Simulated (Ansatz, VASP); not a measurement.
## Two plane-wave programs on MnS

```
Mn S
1.0
     0.00000    2.47346    2.47346
     2.47346    0.00000    2.47346
     2.47346    2.47346    0.00000
Mn S
1 1
Direct
  0.00000 0.00000 0.00000
  0.75000 0.75000 0.75000
```

Alike in both runs: task single point; functional PBE; k mesh 9 × 9 × 9; occupations gaussian, width 0.012 eV; collinear spin.

|  | VASP | Ansatz |
| --- | --- | --- |
| version | VASP 6.6.1 | Ansatz 0.2.0 |
| potentials or method | VASP PAW PBE potentials, release 64 (Mn_pv, S) | Ansatz PAW |
| plane-wave cutoff (eV) | 520 | 420 |
| valence electrons in the cell | 19 | 21 |

```tsv
	VASP	Ansatz	Ansatz less VASP
gap on the k mesh at the Fermi level (eV)	none	none	-
pressure (GPa)	2.9	2.9	-0.05
net moment per atom (μB)	0.11	0.11	+0.001
size of the moment on the site where the two differ most (μB)	0.21	0.19	-0.023
```

Site moments also hang on the region over which each program counts them. A gap of «none» marks a metal or a gap that the smearing closes. The functional is the same, so the differences come from potentials, cutoffs and numerics. VASP's potentials hold 19 valence electrons a cell and Ansatz's 21, so a difference there can come from the potentials and not from the codes.
